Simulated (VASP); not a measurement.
# Fe2O3 (R-3c) in VASP: single point with PBE

Aim: the single point of Fe2O3 with PBE.

Program: VASP 6.6.1. These are calculated values, not measurements. Logs are shortened: lines on timing, memory, paths and dates and some standing lists are left out, and cuts for length are marked.

## (1) The cell of the first run

The structure is trigonal, space group R-3c (No. 167). Conventional cell: a = 5.038 Å, b = 5.038 Å, c = 13.772 Å, α = 90.00°, β = 90.00°, γ = 120.00°. Fe (site symmetry 3) has 6 O at 1.95 to 2.12 Å within 2.6 Å. O (site symmetry 2) has 4 Fe at 1.95 to 2.12 Å and 8 O at 2.67 to 2.89 Å within 2.9 Å.

## (2) Single point, PBE, collinear spin, antiferromagnetic start

File INCAR:

```
PREC = Accurate
ENCUT = 520
EDIFF = 1E-6
ISMEAR = -1
SIGMA = 0.05
LREAL = False
LASPH = True
NELM = 150
ALGO = Normal
ISIF = 2
LWAVE = False
LCHARG = False
ISPIN = 2
MAGMOM = 4 -4 -4 4 0 0 0 0 0 0
LORBIT = 11
LMAXMIX = 4
GGA = PE
NBANDS = 49
```

File KPOINTS:

```
regular mesh
0
Gamma
  5 5 5
```

File POSCAR:

```
Fe2O3
1.0
    2.5190000000      1.4543453300      4.5906666700
   -2.5190000000      1.4543453300      4.5906666700
    0.0000000000     -2.9086906600      4.5906666700
Fe O
4 6
Direct
    0.3553000000      0.3553000000      0.3553000000
    0.1447000000      0.1447000000      0.1447000000
    0.6447000000      0.6447000000      0.6447000000
    0.8553000000      0.8553000000      0.8553000000
    0.5559000000      0.9441000000      0.2500000000
    0.2500000000      0.5559000000      0.9441000000
    0.9441000000      0.2500000000      0.5559000000
    0.4441000000      0.0559000000      0.7500000000
    0.7500000000      0.4441000000      0.0559000000
    0.0559000000      0.7500000000      0.4441000000
```

Potentials or basis: VASP PAW PBE potentials, release 64 (Fe, O).

Command:

```console
> cat potpaw_PBE.64/Fe/POTCAR potpaw_PBE.64/O/POTCAR > POTCAR
> mpirun -np 1 vasp_std > vasp.out
```

OUTCAR:

```text
PREC = Accurate
   ENCUT = 520
   EDIFF = 1E-6
   ISMEAR = -1
   LREAL = False
   LASPH = True
   NELM = 150
   ISIF = 2
   ISPIN = 2
   LORBIT = 11
   GGA = PE

 ion  position               nearest neighbor table
   1  0.355  0.355  0.355-  10 1.95   8 1.95   9 1.95   5 2.12   6 2.12   7 2.12   2 2.90   3 2.97
                             3 2.97   3 2.97
   2  0.145  0.145  0.145-   9 1.95   8 1.95  10 1.95   5 2.12   7 2.12   6 2.12   1 2.90   4 2.97
                             4 2.97   4 2.97
   3  0.645  0.645  0.645-   7 1.95   5 1.95   6 1.95   8 2.12   9 2.12  10 2.12   4 2.90   1 2.97
                             1 2.97   1 2.97
   4  0.855  0.855  0.855-   6 1.95   5 1.95   7 1.95   8 2.12  10 2.12   9 2.12   3 2.90   2 2.97
                             2 2.97   2 2.97
   5  0.556  0.944  0.250-   3 1.95   4 1.95   1 2.12   2 2.12
   6  0.250  0.556  0.944-   4 1.95   3 1.95   1 2.12   2 2.12
   7  0.944  0.250  0.556-   3 1.95   4 1.95   2 2.12   1 2.12
   8  0.444  0.056  0.750-   1 1.95   2 1.95   3 2.12   4 2.12
   9  0.750  0.444  0.056-   2 1.95   1 1.95   3 2.12   4 2.12
  10  0.056  0.750  0.444-   1 1.95   2 1.95   4 2.12   3 2.12

  LATTYP: Found a trigonal (rhomboedric) cell.
 ALAT       =     5.4345838676
 COS(alpha) =     0.5703114898

  Lattice vectors:

 A1 = (   2.5190000000,   1.4543453300,   4.5906666700)
 A2 = (  -2.5190000000,   1.4543453300,   4.5906666700)
 A3 = (   0.0000000000,  -2.9086906600,   4.5906666700)

Analysis of symmetry for initial positions (statically):
=====================================================================
 Subroutine PRICEL returns:
 Original cell was already a primitive cell.

 Routine SETGRP: Setting up the symmetry group for a
 trigonal (rhombohedral) supercell.

 Subroutine GETGRP returns: Found 12 space group operations
 (whereof  6 operations were pure point group operations)
 out of a pool of 12 trial point group operations.

The static configuration has the point symmetry S_6 .
 The point group associated with its full space group is D_3d.

Analysis of symmetry for dynamics (positions and initial velocities):
=====================================================================
 Subroutine PRICEL returns:
 Original cell was already a primitive cell.

 Routine SETGRP: Setting up the symmetry group for a
 trigonal (rhombohedral) supercell.

 Subroutine GETGRP returns: Found 12 space group operations
 (whereof  6 operations were pure point group operations)
 out of a pool of 12 trial point group operations.

The dynamic configuration has the point symmetry S_6 .
 The point group associated with its full space group is D_3d.

Analysis of structural, dynamic, and magnetic symmetry:
=====================================================================
 Subroutine PRICEL returns:
 Original cell was already a primitive cell.

 Routine SETGRP: Setting up the symmetry group for a
 trigonal (rhombohedral) supercell.

 Subroutine GETGRP returns: Found 12 space group operations
 (whereof  6 operations were pure point group operations)
 out of a pool of 12 trial point group operations.

The overall configuration has the point symmetry S_6 .
 The point group associated with its full space group is D_3d.

 Subroutine INISYM returns: Found 12 space group operations
 (whereof  6 operations are pure point group operations),
 and found     1 'primitive' translations

----------------------------------------------------------------------------------------

                                     Primitive cell

  volume of cell :     100.9073

  direct lattice vectors                    reciprocal lattice vectors
     2.519000000  1.454345330  4.590666670     0.198491465  0.114599101  0.072611095
    -2.519000000  1.454345330  4.590666670    -0.198491465  0.114599101  0.072611095
     0.000000000 -2.908690660  4.590666670     0.000000000 -0.229198201  0.072611095

  length of vectors
     5.434583868  5.434583868  5.434583869     0.240425012  0.240425012  0.240425012

  position of ions in fractional coordinates (direct lattice)
     0.355300000  0.355300000  0.355300000
     0.144700000  0.144700000  0.144700000
     0.644700000  0.644700000  0.644700000
     0.855300000  0.855300000  0.855300000
[... 78 lines left out ...]
   ICHARG =      2    charge: 1-file 2-atom 10-const
   ISPIN  =      2    spin polarized calculation?
   LNONCOLLINEAR =      F non collinear calculations
   LSORBIT =      F    spin-orbit coupling
   LASPH  =      T    aspherical Exc in radial PAW
   ENCUT  =  520.0 eV  38.22 Ry    6.18 a.u.  10.10 10.10 10.10*2*pi/ulx,y,z
   NELM   =    150;   NELMIN=  2; NELMDL= -5     # of ELM steps
   EDIFF  = 0.1E-05   stopping-criterion for ELM
   LREAL  =      F    real-space projection
   EDIFFG = 0.1E-04   stopping-criterion for IOM
   NSW    =      0    number of steps for IOM
   IBRION =     -1    ionic relax: 0-MD 1-quasi-New 2-CG
   NFREE  =      0    steps in history (QN), initial steepest desc. (CG)
   ISIF   =      2    stress and relaxation
   ISYM   =      2    0-nonsym 1-usesym 2-fastsym
   POTIM  = 0.5000    time-step for ionic-motion
   TEBEG  =    0.0;   TEEND  =   0.0 temperature during run
   PSTRESS=    0.0 pullay stress
   NELECT =      68.0000    total number of electrons
   NUPDOWN=      -1.0000    fix difference up-down
   EMIN   =  10.00;   EMAX   =-10.00  energy-range for DOS
   EFERMI =   0.00;   METHOD = LEGACY
   ISMEAR =    -1;   SIGMA  =   0.05  broadening in eV -4-tet -1-fermi 0-gaus
   EFERMI_NEDOS =   21; number of points for ismear=-14 and -15
   IALGO  =     38    algorithm
   IMIX   =      4    mixing-type and parameters
     AMIX     =   0.40;   BMIX     =  1.00
     AMIX_MAG =   1.60;   BMIX_MAG =  1.00
  volume/ion in A,a.u.               =      10.09        68.10
  Fermi-wavevector in a.u.,A,eV,Ry     =   1.435281  2.712288 28.028426  2.060031
  Thomas-Fermi vector in A             =   2.554597
   LORBIT       =     11    0 simple, 1 ext, 2 COOP (PROOUT), +10 PAW based schemes
   GGA     = PE    functional components
   LHFCALC =     F    Hartree Fock is set to
   AEXX    =    0.0000 exact exchange contribution
   IVDW    =     0    specifies the selected vdW correction
   LEPSILON=     F    determine dielectric tensor
   LRPA    =     F    only Hartree local field effects (RPA)
 spin polarized calculation
  energy-cutoff  :      520.00
  volume of cell :      100.91
 maximum number of plane-waves:      2741
   NGX = 21   NGY = 21   NGZ = 21

 number of electron      67.9999996 magnetization       0.0000000

 number of electron      67.9999996 magnetization      -0.0000000

 Free energy of the ion-electron system (eV)
  ---------------------------------------------------
  ext. energy  EPLUGINS =         0.00000000
  ---------------------------------------------------
  free energy    TOTEN  =       -74.65368615 eV

  energy without entropy =      -74.63518751  energy(sigma->0) =      -74.64443683

 E-fermi :   4.3941     XC(G=0): -11.6132

 val. band max:        4.3364029436   @ k =   0.4000   0.4000  -0.0000
 cond. band min:       4.5328089367   @ k =   0.4000   0.2000  -0.0000
 fundamental gap:      0.1964059932
 Fermi energy:         4.3940846044

 spin component 1

 k-point     1 :       0.0000    0.0000    0.0000
  band No.  band energies     occupation
      1     -15.4656      1.00000
      2     -13.9560      1.00000
      3     -13.8647      1.00000
      4     -13.8647      1.00000
      5     -13.8374      1.00000
      6     -13.8374      1.00000
[... 920 lines left out ...]
     45      11.3559      0.00000
     46      11.7548      0.00000
 Fermi energy:         4.3940846044

 spin component 2

 k-point     1 :       0.0000    0.0000    0.0000
  band No.  band energies     occupation
      1     -15.4656      1.00000
      2     -13.9560      1.00000
      3     -13.8647      1.00000
      4     -13.8647      1.00000
      5     -13.8374      1.00000
      6     -13.8374      1.00000
[... 920 lines left out ...]
     45      11.3559      0.00000
     46      11.7548      0.00000
 [bands above 46 left out]

------------------------ aborting loop because EDIFF is reached ----------------------------------------

  FORCE on cell =-STRESS in cart. coord.  units (eV):
  Direction    XX          YY          ZZ          XY          YZ          ZX
  --------------------------------------------------------------------------------------
  -------------------------------------------------------------------------------------
  Total       -0.5028186     -0.5028186      0.4610214      0.0000000      0.0000000      0.0000000
  in kB       -7.9836077     -7.9836077      7.3199634      0.0000000      0.0000000      0.0000000
  external PRESSURE =      -2.8824174 kB  Pullay stress =       0.0000000 kB

 VOLUME and BASIS-vectors are now :
 -----------------------------------------------------------------------------
  energy-cutoff  :      520.00
  volume of cell :      100.91
      direct lattice vectors                 reciprocal lattice vectors
     2.519000000  1.454345330  4.590666670     0.198491465  0.114599101  0.072611095
    -2.519000000  1.454345330  4.590666670    -0.198491465  0.114599101  0.072611095
     0.000000000 -2.908690660  4.590666670     0.000000000 -0.229198201  0.072611095

 POSITION                                       TOTAL-FORCE (eV/Angst)
 -----------------------------------------------------------------------------------
      0.00000      0.00000      4.89319        -0.000000      0.000000      0.311080
      0.00000      0.00000      1.99281        -0.000000      0.000000     -0.311080
      0.00000      0.00000      8.87881        -0.000000      0.000000     -0.311080
      0.00000      0.00000     11.77919        -0.000000      0.000000      0.311080
     -0.97788      1.45435      8.03367         0.383478      0.000000     -0.000000
     -0.77056     -1.57404      8.03367        -0.191739      0.332102     -0.000000
      1.74844      0.11969      8.03367        -0.191739     -0.332102     -0.000000
      0.97788     -1.45435      5.73833        -0.383478      0.000000     -0.000000
      0.77056      1.57404      5.73833         0.191739     -0.332102     -0.000000
     -1.74844     -0.11969      5.73833         0.191739      0.332102     -0.000000
 -----------------------------------------------------------------------------------
    total drift:                               -0.000000     -0.000000     -0.000000

  FREE ENERGIE OF THE ION-ELECTRON SYSTEM (eV)
  ---------------------------------------------------
  free  energy   TOTEN  =       -74.6536861548 eV

  energy  without entropy=      -74.6351875055  energy(sigma->0) =      -74.64443683

 total charge

# of ion       s       p       d       tot
------------------------------------------
    1        0.365   0.518   5.963   6.845
    2        0.365   0.518   5.963   6.845
    3        0.365   0.518   5.963   6.845
    4        0.365   0.518   5.963   6.845
    5        1.570   3.422   0.000   4.993
    6        1.570   3.422   0.000   4.993
    7        1.570   3.422   0.000   4.993
    8        1.570   3.422   0.000   4.993
    9        1.570   3.422   0.000   4.993
   10        1.570   3.422   0.000   4.993
--------------------------------------------------
tot         10.880  22.606  23.851  57.337

 magnetization (x)

# of ion       s       p       d       tot
------------------------------------------
    1        0.013   0.023   3.491   3.527
    2       -0.013  -0.023  -3.491  -3.527
    3       -0.013  -0.023  -3.491  -3.527
    4        0.013   0.023   3.491   3.527
    5        0.000   0.000   0.000   0.000
    6        0.000   0.000   0.000   0.000
    7        0.000   0.000   0.000   0.000
    8        0.000   0.000   0.000   0.000
    9        0.000   0.000   0.000   0.000
   10        0.000   0.000   0.000   0.000
--------------------------------------------------
tot          0.000   0.000  -0.000  -0.000
```

Wall time 9.6 min (1 thread of AMD EPYC 7R13, shared host); peak memory 0.33 GiB.

Results:

| Property | Result |
| --- | --- |
| Free energy | -74.6537 eV |
| Pressure | -0.3 GPa |
| Largest force | 0.383 eV/Å |
| Band gap on the k mesh | 0.20 eV (least direct gap 0.32 eV) |
| Net moment | 0.00 μB per cell |
| Site moments | Fe +3.53, -3.53 (each value once); O +0.00 μB |
| Valence electrons inside the program's atomic spheres | Fe 6.84; O 4.99 |

Forces in eV/Å, atoms in the order of the input:
```
Fe   0.000  0.000  0.311
Fe   0.000  0.000 -0.311
Fe   0.000  0.000 -0.311
Fe   0.000  0.000  0.311
O    0.383  0.000  0.000
O   -0.192  0.332  0.000
O   -0.192 -0.332  0.000
O   -0.383  0.000  0.000
O    0.192 -0.332  0.000
O    0.192  0.332  0.000
```

Levels at points of the mesh, in eV from the valence-band top:
Spin up:
```csv
k point,band 32,band 33,band 34,band 35,band 36,band 37
"(0.00, 0.00, 0.00)",-0.99,-0.11,-0.11,0.53,0.53,0.57
```
Spin down:
```csv
k point,band 31,band 32,band 33,band 34,band 35,band 36,band 37,band 38
"(0.00, 0.00, 0.00)",-0.99,-0.99,-0.11,-0.11,0.53,0.53,0.57,0.64
```
